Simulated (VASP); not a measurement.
Be: single point with LDA

The system is Be.

```
CELL_PARAMETERS angstrom
0.00000 1.41753 1.41753
1.41753 0.00000 1.41753
1.41753 1.41753 0.00000
ATOMIC_POSITIONS crystal
Be 0.00000 0.00000 0.00000
```

This cell differs from its parent crystal: volume scaled by 0.76.

* Program: VASP 6.6.1
* Task: single point
* Functional: LDA
* Potentials or basis: VASP PAW LDA potentials, release 64 (Be)
* Cutoff: 520 eV
* k mesh: 21 × 21 × 21
* Occupations: fermi-dirac, width 0.05 eV
* Spin: no spin polarisation

```yaml
Pressure: 58.1 GPa
Band_gap_on_the_k_mesh: zero (band 1 reaches 10.55 eV, above the bottom of band 2 at 9.92 eV)
```

Levels at points of the mesh, in eV from the Fermi level:
```
           k point  band 1  band 2  band 3  band 4  band 5  band 6
(0.00, 0.00, 0.00)  -13.55   24.77   24.77   24.77   35.78   35.78
```

Wall time 9.6 s on 1 thread of Intel Xeon 6975P-C, on a shared host, peak memory 0.11 GiB.
